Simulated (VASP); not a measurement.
# Ga3As2P (I-4m2) in VASP: single point with PBE

Aim: the single point of Ga3As2P with PBE.

Program: VASP 6.6.1. These are calculated values, not measurements. Logs are shortened: lines on timing, memory, paths and dates and some standing lists are left out, and cuts for length are marked.

## 1. The cell of the first run

The structure is tetragonal, space group I-4m2 (No. 119). Conventional cell: a = 4.003 Å, b = 4.003 Å, c = 17.008 Å, α = 90.00°, β = 90.00°, γ = 90.00°. Ga (site symmetry 2mm) has 2 P at 2.41 Å and 2 As at 2.47 Å within 3.2 Å. Ga (site symmetry -4m2) has 4 As at 2.47 Å within 3.3 Å. Within 3.2 Å of P (site symmetry -4m2) lie 4 Ga at 2.41 Å. Within 3.3 Å of As (site symmetry 2mm) lie 4 Ga at 2.47 Å.

## 2. Single point, PBE

File POSCAR:

```
Ga3As2P
1.0
   -2.0016101104      2.0016101104      8.5041398348
    2.0016101104     -2.0016101104      8.5041398348
    2.0016101104      2.0016101104     -8.5041398348
Ga P As
3 1 2
Direct
    0.8292765375      0.8292765375      0.0000000000
    0.5000000000      0.5000000000      0.0000000000
    0.1707234625      0.1707234625      0.0000000000
    0.2500000000      0.7500000000      0.5000000000
    0.5853228252      0.0853228252      0.5000000000
    0.9146771748      0.4146771748      0.5000000000
```

File INCAR.step1:

```
SYSTEM = Ga3As2P
ALGO = Normal
EDIFF = 1E-6
ENCUT = 400
GGA = PE
GGA_COMPAT = .False.
ISIF = 2
ISMEAR = 0
LASPH = .True.
LCHARG = .True.
LORBIT = 11
LREAL = .False.
LWAVE = .False.
NBANDS = 36
NEDOS = 2001
NELM = 120
PREC = Accurate
SIGMA = 0.02
```

File KPOINTS.step1:

```
k-points
0
Gamma
  12 12 12
  0 0 0
```

File INCAR.step2:

```
SYSTEM = Ga3As2P
ALGO = Normal
EDIFF = 1E-6
ENCUT = 400
GGA = PE
GGA_COMPAT = .False.
ICHARG = 11
ISIF = 2
ISMEAR = -5
LASPH = .True.
LCHARG = .False.
LORBIT = 11
LREAL = .False.
LWAVE = .False.
NEDOS = 2001
NELM = 120
PREC = Accurate
SIGMA = 0.02
```

File KPOINTS.step2:

```
k-points
0
Gamma
  18 18 18
  0 0 0
```

Potentials or basis: VASP PAW PBE potentials, release 64 (Ga_d, P, As).

Launch:

```
$ cat potpaw_PBE.64/Ga_d/POTCAR potpaw_PBE.64/P/POTCAR potpaw_PBE.64/As/POTCAR > POTCAR
$ cp INCAR.step1 INCAR
$ cp KPOINTS.step1 KPOINTS
$ mpirun -np 1 vasp_std > vasp.out
$ cp INCAR.step2 INCAR
$ cp KPOINTS.step2 KPOINTS
$ mpirun -np 1 vasp_std > vasp.out
```

OUTCAR:

```text
SYSTEM = Ga3As2P
   EDIFF = 1E-6
   ENCUT = 400
   GGA = PE
   ICHARG = 11
   ISIF = 2
   ISMEAR = -5
   LASPH = .True.
   LORBIT = 11
   LREAL = .False.
   NELM = 120
   PREC = Accurate

 ion  position               nearest neighbor table
   1  0.829  0.829  0.000-   4 2.41   4 2.41   6 2.47   6 2.47
   2  0.500  0.500  0.000-   6 2.47   5 2.47   5 2.47   6 2.47
   3  0.171  0.171  0.000-   4 2.41   4 2.41   5 2.47   5 2.47
   4  0.250  0.750  0.500-   1 2.41   3 2.41   1 2.41   3 2.41
   5  0.585  0.085  0.500-   2 2.47   2 2.47   3 2.47   3 2.47
   6  0.915  0.415  0.500-   2 2.47   2 2.47   1 2.47   1 2.47

  LATTYP: Found a body centered tetragonal cell.
 ALAT       =     4.0032202208
 C/A-ratio  =     4.2486495200

  Lattice vectors:

 A1 = (  -2.0016101104,   2.0016101104,   8.5041398348)
 A2 = (   2.0016101104,  -2.0016101104,   8.5041398348)
 A3 = (   2.0016101104,   2.0016101104,  -8.5041398348)

Analysis of symmetry for initial positions (statically):
=====================================================================
 Subroutine PRICEL returns:
 Original cell was already a primitive cell.

 Routine SETGRP: Setting up the symmetry group for a
 body centered tetragonal supercell.

 Subroutine GETGRP returns: Found  8 space group operations
 (whereof  8 operations were pure point group operations)
 out of a pool of 16 trial point group operations.

The static configuration has the point symmetry D_2d.

Analysis of symmetry for dynamics (positions and initial velocities):
=====================================================================
 Subroutine PRICEL returns:
 Original cell was already a primitive cell.

 Routine SETGRP: Setting up the symmetry group for a
 body centered tetragonal supercell.

 Subroutine GETGRP returns: Found  8 space group operations
 (whereof  8 operations were pure point group operations)
 out of a pool of 16 trial point group operations.

The dynamic configuration has the point symmetry D_2d.

 Subroutine INISYM returns: Found  8 space group operations
 (whereof  8 operations are pure point group operations),
 and found     1 'primitive' translations

----------------------------------------------------------------------------------------

                                     Primitive cell

  volume of cell :     136.2854

  direct lattice vectors                    reciprocal lattice vectors
    -2.001610110  2.001610110  8.504139835     0.000000000  0.249798898  0.058794894
     2.001610110 -2.001610110  8.504139835     0.249798898  0.000000000  0.058794894
     2.001610110  2.001610110 -8.504139835     0.249798898  0.249798898  0.000000000

  length of vectors
     8.962883487  8.962883487  8.962883487     0.256624880  0.256624880  0.353268990

  position of ions in fractional coordinates (direct lattice)
     0.829276538  0.829276538  0.000000000
     0.500000000  0.500000000  0.000000000
     0.170723462  0.170723462  0.000000000
     0.250000000  0.750000000  0.500000000
     0.585322825  0.085322825  0.500000000
     0.914677175  0.414677175  0.500000000

  ion indices of the primitive-cell ions
   primitive index   ion index
                 1           1
                 2           2
                 3           3
                 4           4
                 5           5
                 6           6

----------------------------------------------------------------------------------------

 KPOINTS: k-points

Automatic generation of k-mesh.
 Grid dimensions read from file:
 generate k-points for:   18   18   18

 Generating k-lattice:

  Cartesian coordinates                     Fractional coordinates (reciprocal lattice)
     0.000000000  0.013877717  0.003266383     0.055555556 -0.000000000  0.000000000
     0.013877717  0.000000000  0.003266383    -0.000000000  0.055555556  0.000000000
     0.013877717  0.013877717  0.000000000     0.000000000  0.000000000  0.055555556

  Length of vectors
     0.014256938  0.014256938  0.019626055

  Shift w.r.t. Gamma in fractional coordinates (k-lattice)
     0.000000000  0.000000000  0.000000000

 TETIRR: Found   7414 inequivalent tetrahedra from    34992

 Subroutine IBZKPT returns following result:
 ===========================================

 Found    480 irreducible k-points:

 Following reciprocal coordinates:
            Coordinates               Weight
  0.000000  0.000000  0.000000      1.000000
  0.055556  0.000000 -0.000000      8.000000
  0.111111  0.000000 -0.000000      8.000000
  0.166667  0.000000  0.000000      8.000000
  0.222222  0.000000 -0.000000      8.000000
  0.277778  0.000000 -0.000000      8.000000
[... 16 lines left out ...]
 -0.277778  0.055556  0.000000     16.000000
 -0.222222  0.055556  0.000000     16.000000
 [... further k-points ...]
   k-points           NKPTS =    480   k-points in BZ     NKDIM =    480   number of bands    NBANDS=     32
   number of dos      NEDOS =   2001   number of ions     NIONS =      6
   total plane-waves  NPLWV = 216000
   dimension x,y,z NGX =    60 NGY =   60 NGZ =   60
   dimension x,y,z NGXF=   120 NGYF=  120 NGZF=  120
   ions per type =               3   1   2
   NGX,Y,Z   is equivalent  to a cutoff of  11.13, 11.13, 11.13 a.u.
   NGXF,Y,Z  is equivalent  to a cutoff of  22.26, 22.26, 22.26 a.u.
 SYSTEM =  Ga3As2P
   PREC   = accura    normal or accurate (medium, high low for compatibility)
   ISTART =      0    job   : 0-new  1-cont  2-samecut
   ICHARG =     11    charge: 1-file 2-atom 10-const
   ISPIN  =      1    spin polarized calculation?
   LNONCOLLINEAR =      F non collinear calculations
   LSORBIT =      F    spin-orbit coupling
   LASPH  =      T    aspherical Exc in radial PAW
   ENCUT  =  400.0 eV  29.40 Ry    5.42 a.u.  14.62 14.62 14.62*2*pi/ulx,y,z
   NELM   =    120;   NELMIN=  2; NELMDL=  0     # of ELM steps
   EDIFF  = 0.1E-05   stopping-criterion for ELM
   LREAL  =      F    real-space projection
   EDIFFG = 0.1E-04   stopping-criterion for IOM
   NSW    =      0    number of steps for IOM
   IBRION =     -1    ionic relax: 0-MD 1-quasi-New 2-CG
   NFREE  =      0    steps in history (QN), initial steepest desc. (CG)
   ISIF   =      2    stress and relaxation
   ISYM   =      2    0-nonsym 1-usesym 2-fastsym
   POTIM  = 0.5000    time-step for ionic-motion
   TEBEG  =    0.0;   TEEND  =   0.0 temperature during run
   PSTRESS=    0.0 pullay stress
   NELECT =      54.0000    total number of electrons
   NUPDOWN=      -1.0000    fix difference up-down
   EMIN   =  10.00;   EMAX   =-10.00  energy-range for DOS
   EFERMI =   0.00;   METHOD = LEGACY
   ISMEAR =    -5;   SIGMA  =   0.02  broadening in eV -4-tet -1-fermi 0-gaus
   EFERMI_NEDOS =   21; number of points for ismear=-14 and -15
   IALGO  =     38    algorithm
   IMIX   =      4    mixing-type and parameters
     AMIX     =   0.40;   BMIX     =  1.00
     AMIX_MAG =   1.60;   BMIX_MAG =  1.00
  volume/ion in A,a.u.               =      22.71       153.28
  Fermi-wavevector in a.u.,A,eV,Ry     =   1.202420  2.272245 19.671501  1.445815
  Thomas-Fermi vector in A             =   2.338202
   LORBIT       =     11    0 simple, 1 ext, 2 COOP (PROOUT), +10 PAW based schemes
   GGA     = PE    functional components
   LHFCALC =     F    Hartree Fock is set to
   AEXX    =    0.0000 exact exchange contribution
   IVDW    =     0    specifies the selected vdW correction
   LEPSILON=     F    determine dielectric tensor
   LRPA    =     F    only Hartree local field effects (RPA)
 non-spin polarized calculation
 Fermi weights with tetrahedron method with Bloechl corrections
  energy-cutoff  :      400.00
  volume of cell :      136.29
 maximum number of plane-waves:      2531

 number of electron      53.9999992 magnetization

 Free energy of the ion-electron system (eV)
  ---------------------------------------------------
  ext. energy  EPLUGINS =         0.00000000
  ---------------------------------------------------
  free energy    TOTEN  =       -25.62389821 eV

  energy without entropy =      -25.62389821  energy(sigma->0) =      -25.62389821

 E-fermi :   3.7998     XC(G=0):  -9.4833

 val. band max:        3.7964098786   @ k =   0.0000   0.0000   0.0000
 cond. band min:       4.3764075676   @ k =   0.0000   0.0000   0.0000
 fundamental gap:      0.5799976890
 Fermi energy:         3.7997547052

 k-point     1 :       0.0000    0.0000    0.0000
  band No.  band energies     occupation
      1     -10.9812      2.00000
      2     -10.9606      2.00000
      3     -10.9003      2.00000
      4     -10.9003      2.00000
      5     -10.8906      2.00000
      6     -10.8680      2.00000
[... 24 lines left out ...]
     31       6.4899      0.00000
     32       6.5117      0.00000

 k-point     2 :       0.0556    0.0000   -0.0000
  band No.  band energies     occupation
      1     -10.9808      2.00000
      2     -10.9601      2.00000
      3     -10.9017      2.00000
      4     -10.8999      2.00000
      5     -10.8899      2.00000
      6     -10.8687      2.00000
[... 24 lines left out ...]
     31       6.5141      0.00000
     32       6.6679      0.00000
[... 733 lines left out ...]
     31       7.5927      0.00000
     32       8.0483      0.00000

 k-point    24 :      -0.2222    0.0556    0.0000
  band No.  band energies     occupation
      1     -10.9757      2.00000
      2     -10.9583      2.00000
      3     -10.9220      2.00000
      4     -10.8943      2.00000
      5     -10.8817      2.00000
      6     -10.8758      2.00000
[... 24 lines left out ...]
     31       7.3943      0.00000
     32       7.8471      0.00000

 [... further k-points ...]
[... 5 lines left out ...]
  --------------------------------------------------------------------------------------
  -------------------------------------------------------------------------------------
  Total       -0.2338166     -0.2338166     -0.2610900      0.0000000      0.0000000     -0.0000000
  in kB       -2.7487588     -2.7487588     -3.0693860      0.0000000      0.0000000     -0.0000000
  external PRESSURE =      -2.8556345 kB  Pullay stress =       0.0000000 kB

 VOLUME and BASIS-vectors are now :
 -----------------------------------------------------------------------------
  energy-cutoff  :      400.00
  volume of cell :      136.29
      direct lattice vectors                 reciprocal lattice vectors
    -2.001610110  2.001610110  8.504139835     0.000000000  0.249798898  0.058794894
     2.001610110 -2.001610110  8.504139835     0.249798898  0.000000000  0.058794894
     2.001610110  2.001610110 -8.504139835     0.249798898  0.249798898  0.000000000

 POSITION                                       TOTAL-FORCE (eV/Angst)
 -----------------------------------------------------------------------------------
      0.00000      0.00000     14.10457        -0.000000      0.000000     -0.014823
      0.00000      0.00000      8.50414         0.000000     -0.000000     -0.000000
      0.00000      0.00000      2.90371        -0.000000      0.000000      0.014823
      2.00161     -0.00000      4.25207         0.000000     -0.000000     -0.000000
      0.00000      2.00161      1.45119         0.000000     -0.000000      0.000258
      0.00000      2.00161      7.05295         0.000000     -0.000000     -0.000258
 -----------------------------------------------------------------------------------
    total drift:                               -0.000000      0.000000      0.000000

  FREE ENERGIE OF THE ION-ELECTRON SYSTEM (eV)
  ---------------------------------------------------
  free  energy   TOTEN  =       -25.6238982091 eV

  energy  without entropy=      -25.6238982091  energy(sigma->0) =      -25.62389821

 total charge

# of ion       s       p       d       tot
------------------------------------------
    1        0.872   0.775   9.994  11.641
    2        0.882   0.774   9.989  11.644
    3        0.872   0.775   9.994  11.641
    4        1.029   1.476   0.000   2.505
    5        1.212   1.579   0.029   2.820
    6        1.212   1.579   0.029   2.820
--------------------------------------------------
tot          6.078   6.958  30.034  43.070
```

It took 43 min on 1 thread of Intel Xeon 6975P-C (Granite Rapids), shared host; peak memory 1.4 GiB.

Results:

```
Valence electrons inside the program's atomic spheres : Ga 11.64; P 2.50; As 2.82
```
